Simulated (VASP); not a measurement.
# B4Ru (P6/mmm) in VASP: further runs

Runs on B4Ru. Level: PBE. Tasks: single point, relaxation of cell and atoms.

All numbers are computed with VASP 6.6.1; they aren't measurements. Logs are shortened: lines on timing, memory, paths and dates and some standing lists are left out, and cuts for length are marked.

### 1 The cell of the first run

The structure is hexagonal, space group P6/mmm (No. 191). Conventional cell: a = 3.534 Å, b = 3.534 Å, c = 4.098 Å, α = 90.00°, β = 90.00°, γ = 120.00°. B (site symmetry mmm) has 6 B at 1.77 Å within 2.3 Å. B (site symmetry 6/mmm) has 6 B at 1.77 Å and 2 Ru at 2.05 Å within 2.3 Å. Within 2.7 Å of Ru (site symmetry 6/mmm) lie 2 B at 2.05 Å.

### 2 Single point, PBE

INCAR

```
SYSTEM = B4Ru
PREC = Accurate
ENCUT = 520
EDIFF = 1E-6
ISMEAR = 0
SIGMA = 0.1
LREAL = .False.
LASPH = .True.
NELM = 100
ALGO = Normal
ISIF = 2
LWAVE = .False.
LCHARG = .True.
GGA = PE
LELF = .True.
LVHAR = .True.
NBANDS = 21
```

KPOINTS

```
regular mesh
0
Gamma
  12 12 10
  0 0 0
```

POSCAR

```
B4Ru
1.0
    3.5340750515      0.0000000000      0.0000000000
   -1.7670375257      3.0605987735      0.0000000000
    0.0000000000      0.0000000000      4.0982877835
B Ru
4 1
Direct
    0.5000000000      0.0000000000      0.0000000000
    0.0000000000      0.5000000000      0.0000000000
    0.5000000000      0.5000000000      0.0000000000
    0.0000000000      0.0000000000      0.0000000000
    0.0000000000      0.0000000000      0.5000000000
```

Potentials or basis: VASP PAW PBE potentials, release 64 (B, Ru_pv).

On the command line:

```
> cat potpaw_PBE.64/B/POTCAR potpaw_PBE.64/Ru_pv/POTCAR > POTCAR
> mpirun -np 1 vasp_std > vasp.out
```

OUTCAR:

```text
SYSTEM = B4Ru
   PREC = Accurate
   ENCUT = 520
   EDIFF = 1E-6
   ISMEAR = 0
   LREAL = .False.
   LASPH = .True.
   NELM = 100
   ISIF = 2
   GGA = PE

 ion  position               nearest neighbor table
   1  0.500  0.000  0.000-   3 1.77   3 1.77   4 1.77   4 1.77   2 1.77   2 1.77   5 2.71   5 2.71
                             5 2.71   5 2.71
   2  0.000  0.500  0.000-   4 1.77   4 1.77   3 1.77   3 1.77   1 1.77   1 1.77   5 2.71   5 2.71
                             5 2.71   5 2.71
   3  0.500  0.500  0.000-   1 1.77   1 1.77   2 1.77   2 1.77   4 1.77   4 1.77   5 2.71   5 2.71
                             5 2.71   5 2.71
   4  0.000  0.000  0.000-   2 1.77   2 1.77   1 1.77   1 1.77   3 1.77   3 1.77   5 2.05   5 2.05

   5  0.000  0.000  0.500-   4 2.05   4 2.05   2 2.71   2 2.71   2 2.71   2 2.71   1 2.71   1 2.71
                             1 2.71   1 2.71   3 2.71   3 2.71   3 2.71   3 2.71

  LATTYP: Found a hexagonal cell.
 ALAT       =     3.5340750515
 C/A-ratio  =     1.1596493351

  Lattice vectors:

 A1 = (   3.5340750515,   0.0000000000,   0.0000000000)
 A2 = (  -1.7670375257,   3.0605987735,   0.0000000000)
 A3 = (   0.0000000000,   0.0000000000,   4.0982877835)

Analysis of symmetry for initial positions (statically):
=====================================================================
 Subroutine PRICEL returns:
 Original cell was already a primitive cell.

 Routine SETGRP: Setting up the symmetry group for a
 hexagonal supercell.

 Subroutine GETGRP returns: Found 24 space group operations
 (whereof 24 operations were pure point group operations)
 out of a pool of 24 trial point group operations.

The static configuration has the point symmetry D_6h.

Analysis of symmetry for dynamics (positions and initial velocities):
=====================================================================
 Subroutine PRICEL returns:
 Original cell was already a primitive cell.

 Routine SETGRP: Setting up the symmetry group for a
 hexagonal supercell.

 Subroutine GETGRP returns: Found 24 space group operations
 (whereof 24 operations were pure point group operations)
 out of a pool of 24 trial point group operations.

The dynamic configuration has the point symmetry D_6h.

 Subroutine INISYM returns: Found 24 space group operations
 (whereof 24 operations are pure point group operations),
 and found     1 'primitive' translations

----------------------------------------------------------------------------------------

                                     Primitive cell

  volume of cell :      44.3287

  direct lattice vectors                    reciprocal lattice vectors
     3.534075051  0.000000000  0.000000000     0.282959469  0.163366726  0.000000000
    -1.767037526  3.060598774  0.000000000     0.000000000  0.326733451  0.000000000
     0.000000000  0.000000000  4.098287784     0.000000000  0.000000000  0.244004339

  length of vectors
     3.534075051  3.534075051  4.098287784     0.326733451  0.326733451  0.244004339

  position of ions in fractional coordinates (direct lattice)
     0.500000000  0.000000000  0.000000000
     0.000000000  0.500000000  0.000000000
     0.500000000  0.500000000  0.000000000
     0.000000000  0.000000000  0.000000000
     0.000000000  0.000000000  0.500000000

  ion indices of the primitive-cell ions
   primitive index   ion index
                 1           1
                 2           2
                 3           3
                 4           4
                 5           5

----------------------------------------------------------------------------------------

 KPOINTS: regular mesh

Automatic generation of k-mesh.
 Grid dimensions read from file:
 generate k-points for:   12   12   10

 Generating k-lattice:

  Cartesian coordinates                     Fractional coordinates (reciprocal lattice)
     0.023579956  0.013613894  0.000000000     0.083333333  0.000000000  0.000000000
     0.000000000  0.027227788  0.000000000     0.000000000  0.083333333  0.000000000
     0.000000000  0.000000000  0.024400434     0.000000000  0.000000000  0.100000000

  Length of vectors
     0.027227788  0.027227788  0.024400434

  Shift w.r.t. Gamma in fractional coordinates (k-lattice)
     0.000000000  0.000000000  0.000000000

 Subroutine IBZKPT returns following result:
 ===========================================

 Found    114 irreducible k-points:

 Following reciprocal coordinates:
            Coordinates               Weight
  0.000000  0.000000  0.000000      1.000000
  0.083333  0.000000  0.000000      6.000000
  0.166667  0.000000  0.000000      6.000000
  0.250000  0.000000  0.000000      6.000000
  0.333333  0.000000  0.000000      6.000000
  0.416667  0.000000  0.000000      6.000000
[... 16 lines left out ...]
  0.250000  0.000000  0.100000     12.000000
  0.333333  0.000000  0.100000     12.000000
 [... further k-points ...]
   k-points           NKPTS =    114   k-points in BZ     NKDIM =    114   number of bands    NBANDS=     21
   number of dos      NEDOS =    301   number of ions     NIONS =      5
   total plane-waves  NPLWV =  23520
   dimension x,y,z NGX =    28 NGY =   28 NGZ =   30
   dimension x,y,z NGXF=    56 NGYF=   56 NGZF=   60
   ions per type =               4   1
   NGX,Y,Z   is equivalent  to a cutoff of  13.17, 13.17, 12.17 a.u.
   NGXF,Y,Z  is equivalent  to a cutoff of  26.34, 26.34, 24.34 a.u.
 SYSTEM =  B4Ru
   PREC   = accura    normal or accurate (medium, high low for compatibility)
   ISTART =      0    job   : 0-new  1-cont  2-samecut
   ICHARG =      2    charge: 1-file 2-atom 10-const
   ISPIN  =      1    spin polarized calculation?
   LNONCOLLINEAR =      F non collinear calculations
   LSORBIT =      F    spin-orbit coupling
   LASPH  =      T    aspherical Exc in radial PAW
   ENCUT  =  520.0 eV  38.22 Ry    6.18 a.u.   6.57  6.57  7.62*2*pi/ulx,y,z
   NELM   =    100;   NELMIN=  2; NELMDL= -5     # of ELM steps
   EDIFF  = 0.1E-05   stopping-criterion for ELM
   LREAL  =      F    real-space projection
   EDIFFG = 0.1E-04   stopping-criterion for IOM
   NSW    =      0    number of steps for IOM
   IBRION =     -1    ionic relax: 0-MD 1-quasi-New 2-CG
   NFREE  =      0    steps in history (QN), initial steepest desc. (CG)
   ISIF   =      2    stress and relaxation
   ISYM   =      2    0-nonsym 1-usesym 2-fastsym
   POTIM  = 0.5000    time-step for ionic-motion
   TEBEG  =    0.0;   TEEND  =   0.0 temperature during run
   PSTRESS=    0.0 pullay stress
   NELECT =      26.0000    total number of electrons
   NUPDOWN=      -1.0000    fix difference up-down
   EMIN   =  10.00;   EMAX   =-10.00  energy-range for DOS
   EFERMI =   0.00;   METHOD = LEGACY
   ISMEAR =     0;   SIGMA  =   0.10  broadening in eV -4-tet -1-fermi 0-gaus
   EFERMI_NEDOS =   21; number of points for ismear=-14 and -15
   IALGO  =     38    algorithm
   IMIX   =      4    mixing-type and parameters
     AMIX     =   0.40;   BMIX     =  1.00
     AMIX_MAG =   1.60;   BMIX_MAG =  1.00
  volume/ion in A,a.u.               =       8.87        59.83
  Fermi-wavevector in a.u.,A,eV,Ry     =   1.370370  2.589623 25.550558  1.877913
  Thomas-Fermi vector in A             =   2.496162
   LORBIT       =      0    0 simple, 1 ext, 2 COOP (PROOUT), +10 PAW based schemes
   GGA     = PE    functional components
   LHFCALC =     F    Hartree Fock is set to
   AEXX    =    0.0000 exact exchange contribution
   IVDW    =     0    specifies the selected vdW correction
   LEPSILON=     F    determine dielectric tensor
   LRPA    =     F    only Hartree local field effects (RPA)
 non-spin polarized calculation
 Gauss-broadening in eV      SIGMA  =   0.10
  energy-cutoff  :      520.00
  volume of cell :       44.33
 maximum number of plane-waves:      1240
 NGX is ok and might be reduce to    28
   NGX = 13   NGY = 13   NGZ = 15

 number of electron      26.0000003 magnetization

 Free energy of the ion-electron system (eV)
  ---------------------------------------------------
  ext. energy  EPLUGINS =         0.00000000
  ---------------------------------------------------
  free energy    TOTEN  =       -31.79133496 eV

  energy without entropy =      -31.78306850  energy(sigma->0) =      -31.78720173

 E-fermi :   8.8340     XC(G=0): -12.1430

 val. band max:        8.8275654345   @ k =   0.4167   0.1667   0.1000
 cond. band min:       8.8395570082   @ k =   0.2500   0.2500   0.5000
 fundamental gap:      0.0119915737
 Fermi energy:         8.8339695593

 k-point     1 :       0.0000    0.0000    0.0000
  band No.  band energies     occupation
      1     -33.8275      2.00000
      2     -33.3138      2.00000
      3     -33.3138      2.00000
      4      -8.2797      2.00000
      5       0.1565      2.00000
      6       0.1565      2.00000
[... 13 lines left out ...]
     20      13.6567      0.00000
     21      21.1415      0.00000

 k-point     2 :       0.0833    0.0000    0.0000
  band No.  band energies     occupation
      1     -33.8271      2.00000
      2     -33.3166      2.00000
      3     -33.3145      2.00000
      4      -8.2004      2.00000
      5      -0.2104      2.00000
      6       0.1400      2.00000
[... 13 lines left out ...]
     20      13.6343      0.00000
     21      21.0734      0.00000

 k-point     3 :       0.1667    0.0000    0.0000
  band No.  band energies     occupation
      1     -33.8260      2.00000
      2     -33.3242      2.00000
      3     -33.3164      2.00000
      4      -7.9635      2.00000
      5      -1.1501      2.00000
      6       0.0967      2.00000
[... 13 lines left out ...]
     20      13.7180      0.00000
     21      20.6771      0.00000
[... 457 lines left out ...]
 k-point    23 :       0.2500    0.0000    0.1000
  band No.  band energies     occupation
      1     -33.8246      2.00000
      2     -33.3346      2.00000
      3     -33.3190      2.00000
      4      -7.5311      2.00000
      5      -2.2889      2.00000
      6      -0.0089      2.00000
[... 13 lines left out ...]
     20      14.0712      0.00000
     21      19.3086      0.00000

 k-point    24 :       0.3333    0.0000    0.1000
  band No.  band energies     occupation
      1     -33.8230      2.00000
      2     -33.3451      2.00000
      3     -33.3217      2.00000
      4      -6.9932      2.00000
      5      -3.4187      2.00000
      6      -0.1027      2.00000
[... 13 lines left out ...]
     20      14.6406      0.00000
     21      17.8007      0.00000

 [... further k-points ...]
[... 5 lines left out ...]
  --------------------------------------------------------------------------------------
  -------------------------------------------------------------------------------------
  Total       -0.0215603     -0.0215603      0.0357681     -0.0000000     -0.0000000     -0.0000000
  in kB       -0.7792558     -0.7792558      1.2927718     -0.0000000     -0.0000000     -0.0000000
  external PRESSURE =      -0.0885799 kB  Pullay stress =       0.0000000 kB

 VOLUME and BASIS-vectors are now :
 -----------------------------------------------------------------------------
  energy-cutoff  :      520.00
  volume of cell :       44.33
      direct lattice vectors                 reciprocal lattice vectors
     3.534075051  0.000000000  0.000000000     0.282959469  0.163366726  0.000000000
    -1.767037526  3.060598774  0.000000000     0.000000000  0.326733451  0.000000000
     0.000000000  0.000000000  4.098287784     0.000000000  0.000000000  0.244004339

 POSITION                                       TOTAL-FORCE (eV/Angst)
 -----------------------------------------------------------------------------------
      1.76704      0.00000      0.00000        -0.000000      0.000000      0.000000
     -0.88352      1.53030      0.00000         0.000000      0.000000      0.000000
      0.88352      1.53030      0.00000         0.000000      0.000000      0.000000
      0.00000      0.00000      0.00000         0.000000      0.000000      0.000000
      0.00000      0.00000      2.04914        -0.000000      0.000000      0.000000
 -----------------------------------------------------------------------------------
    total drift:                               -0.000000     -0.000000      0.000000

  FREE ENERGIE OF THE ION-ELECTRON SYSTEM (eV)
  ---------------------------------------------------
  free  energy   TOTEN  =       -31.7913349568 eV

  energy  without entropy=      -31.7830684951  energy(sigma->0) =      -31.78720173
```

Run time: 70 s. Hardware: 1 thread of Intel Xeon Platinum 8488C (Sapphire Rapids), shared host; peak memory 0.22 GiB.

Results:

```yaml
Free_energy: -31.7913 eV
Pressure: 0.0 GPa
Band_gap_on_the_k_mesh: zero (band 13 reaches 8.92 eV, above the bottom of band 14 at 7.92 eV)
```

### 3 Relaxation of cell and atoms, PBE

INCAR

```
SYSTEM = B4Ru
PREC = Accurate ; ENCUT = 600
EDIFF = 1E-6 ; ISMEAR = 0
SIGMA = 0.1 ; LREAL = .FALSE.
LASPH = .TRUE. ; NELM = 60
ALGO = Normal ; ISIF = 3
LWAVE = .FALSE. ; LCHARG = .FALSE.
GGA = PE ; IBRION = 2
NSW = 100 ; EDIFFG = -0.01
```

KPOINTS

```
regular mesh
0
G
  12 12 10
  0 0 0
```

POSCAR: that of step 2 with these lines changed.

```diff
@@ -2,5 +2,5 @@
 1.0
-    3.5340750515      0.0000000000      0.0000000000
-   -1.7670375257      3.0605987735      0.0000000000
-    0.0000000000      0.0000000000      4.0982877835
+    3.5283493979      0.0000000000      0.0000000000
+   -1.7641746989      3.0556402120      0.0000000000
+    0.0000000000      0.0000000000      4.1184163174
 B Ru
```

Potentials or basis: VASP PAW PBE potentials, release 64 (B, Ru_pv).

On the command line:

```
> cat potpaw_PBE.64/B/POTCAR potpaw_PBE.64/Ru_pv/POTCAR > POTCAR
> mpirun -np 1 vasp_std > vasp.out
```

Run time: 3.7 min. Hardware: 1 thread of Intel Xeon Platinum 8488C (Sapphire Rapids), shared host; peak memory 0.25 GiB.

Results (log left out):

| Property | Result |
| --- | --- |
| Free energy | -31.7947 eV |
| Relaxed volume | 8.86 Å³/atom |
| Relaxed cell | a = 3.533 Å, b = 3.533 Å, c = 4.099 Å, α = 90.00°, β = 90.00°, γ = 120.00° |
| Space group after relaxing (to 0.05 Å) | P6/mmm (No. 191) |
| Energy gained by relaxing | 0.2 meV/atom |
| Ionic steps | 7 |
| Pressure after relaxing | 0.1 GPa |
| Band gap on the k mesh | zero (band 13 reaches 8.92 eV, above the bottom of band 14 at 7.92 eV) |

Stress tensor (GPa, compression positive):
```
0.03 0.00 0.00
0.00 0.03 0.00
0.00 0.00 0.12
```

The path:
| step | energy change (eV) | largest force (eV/Å) | pressure (GPa) | volume (Å³) |
| --- | --- | --- | --- | --- |
| 1 | 0.0000 | 0.0000 | -0.30 | 44.40 |
| 2 | -0.0011 | 0.0000 | 0.15 | 44.29 |
| 3 | -0.0011 | 0.0000 | 0.20 | 44.28 |
| 4 | -0.0011 | 0.0000 | 0.16 | 44.28 |
| 5 | -0.0011 | 0.0000 | 0.23 | 44.27 |
| 6 | -0.0011 | 0.0000 | -0.14 | 44.35 |
| 7 | -0.0011 | 0.0000 | 0.06 | 44.32 |

Final structure:
```
B Ru
1.0
     3.53341    0.00000    0.00000
    -1.76670    3.06002    0.00000
     0.00000    0.00000    4.09859
B Ru
4 1
Direct
  0.50000 0.00000 0.00000
  0.00000 0.50000 0.00000
  0.50000 0.50000 0.00000
  0.00000 0.00000 0.00000
  0.00000 0.00000 0.50000
```

Levels at points of the mesh, in eV from the Fermi level:
```
           k point  band 10  band 11  band 12  band 13  band 14  band 15  band 16  band 17
(0.00, 0.00, 0.00)    -2.51    -2.51    -1.74    -1.74    -0.38     1.84     1.84     4.26
(0.50, 0.00, 0.00)    -2.48    -2.09    -0.72    -0.50     2.15     2.49     2.74     3.19
(0.00, 0.00, 0.50)    -1.91    -1.91     0.04     0.04     0.08     0.17     0.17     5.23
(0.50, 0.00, 0.50)    -3.61    -1.21    -0.21     0.08     0.68     2.15     2.66     3.37
```
